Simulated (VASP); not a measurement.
Set up this calculation in VASP 6.6.1, as the native input.

* Task: single point
* Functional: PBE
* Potentials or basis: VASP PAW PBE potentials, release 64 (Mo_sv, C)
* Cutoff: 520 eV
* k mesh: 4 × 4 × 4
* Occupations: gaussian, width 0.1 eV
* Spin: no spin polarisation
* Dipole correction: no
* Further INCAR settings: ALGO = Normal; EDIFF = 1e-07; NBANDS = 18

The structure of MoC2 lies in POSCAR:

```
MoC2
1.0
    3.4121984654      0.0000000000      0.0000000000
    0.0000000000      3.4121984654      0.0000000000
    0.0000000000      0.0000000000      5.4526318568
Mo C
1 2
Direct
    0.0000000000      0.0000000000      0.0000000000
    0.5000000000      0.0000000000      0.1681918810
    0.0000000000      0.5000000000      0.8318081190
```

This cell differs from its parent crystal: atoms taken out.

The input as run:

INCAR

```
PREC     = Accurate       # precision mode
ENCUT    = 520            # plane-wave cutoff, eV
EDIFF    = 1E-7           # SCF threshold, eV
ISMEAR   = 0              # smearing method
SIGMA    = 0.1            # smearing width, eV
LREAL    = False          # projectors in reciprocal space
LASPH    = True           # aspherical terms in the spheres
NELM     = 80             # most SCF steps
ALGO     = Normal         # electronic algorithm
ISIF     = 2              # what is computed and relaxed
LWAVE    = False          # write WAVECAR
LCHARG   = False          # write CHGCAR
GGA      = PE             # functional
NBANDS   = 18             # bands
```

KPOINTS

```
Automatic mesh
0
Gamma
  4 4 4
```

Potentials or basis: VASP PAW PBE potentials, release 64 (Mo_sv, C).

Launch:

```console
$ cat potpaw_PBE.64/Mo_sv/POTCAR potpaw_PBE.64/C/POTCAR > POTCAR
$ mpirun -np 1 vasp_std > vasp.out
```

It gave:

```yaml
Pressure: 0.2 GPa
Largest_force: 0.014 eV/Å
Band_gap_on_the_k_mesh: zero (bands 11 and 12 overlap by 1.28 eV)
```

Caveat: the k points lie up to 0.46 Å⁻¹ apart, too coarse for converged energies and pressures of a metal; the cell differs from its parent crystal (atoms taken out).

Wall time 32 s on 1 thread of Intel Xeon 8259CL (shared host), peak memory 0.18 GiB.
